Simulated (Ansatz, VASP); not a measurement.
One calculation of Nb, two programs

File INCAR:

```
ALGO = Normal
EDIFF = 1E-6
ENCUT = 500
GGA = PE
GGA_COMPAT = F
ISIF = 2
ISMEAR = -1
IVDW = 13
LASPH = T
LCHARG = F
LREAL = F
LWAVE = F
NBANDS = 12
NELM = 120
PREC = Accurate
SIGMA = 0.042
```

The input KPOINTS:

```
k-points
0
Gamma
  10 10 10
```

File POSCAR:

```
Nb
1.0
   -1.6588161896      1.6588161896      1.6588161896
    1.6588161896     -1.6588161896      1.6588161896
    1.6588161896      1.6588161896     -1.6588161896
Nb
1
Direct
    0.0000000000      0.0000000000      0.0000000000
```

Input for Ansatz:

```yaml
crystal:
  lattice:
    - [-1.6588161896, 1.6588161896, 1.6588161896]
    - [1.6588161896, -1.6588161896, 1.6588161896]
    - [1.6588161896, 1.6588161896, -1.6588161896]
  atoms:
    - { symbol: Nb, position: [0.0, 0.0, 0.0] }
basis:
  ecutwfc: 420
kpoints:
  mp_grid: { grid: [10, 10, 10] }
hamiltonian:
  xc: pbe
  dispersion: d4
scf:
  occupations: { method: fermi_dirac, width: 0.042 }
  convergence: { dr2_threshold: "1e-8 eV" }
  max_iter: 55
output:
  forces: true
  stress: true
  eigenvalues: true
```

Alike in both runs: task single point; functional PBE; dispersion D4; k mesh 10 × 10 × 10; occupations fermi-dirac, width 0.042 eV; no spin polarisation.

```csv
,VASP,Ansatz
version,VASP 6.6.1,Ansatz 0.2.0
potentials or method,"VASP PAW PBE potentials, release 64 (Nb_sv), cutoff 500 eV","scalar-relativistic, plane waves, PAW"
valence electrons in the cell,13,13
```

Ansatz gave:

- gap on the k mesh at the Fermi level (eV): none
- pressure (GPa): -3.7

**Question.** Estimate VASP's values.

**Answer.** gap on the k mesh at the Fermi level (eV): none; pressure (GPa): -4.0.

A gap of «none» marks a metal or a gap that the smearing closes. Ansatz's warnings: stress scf threshold loose.
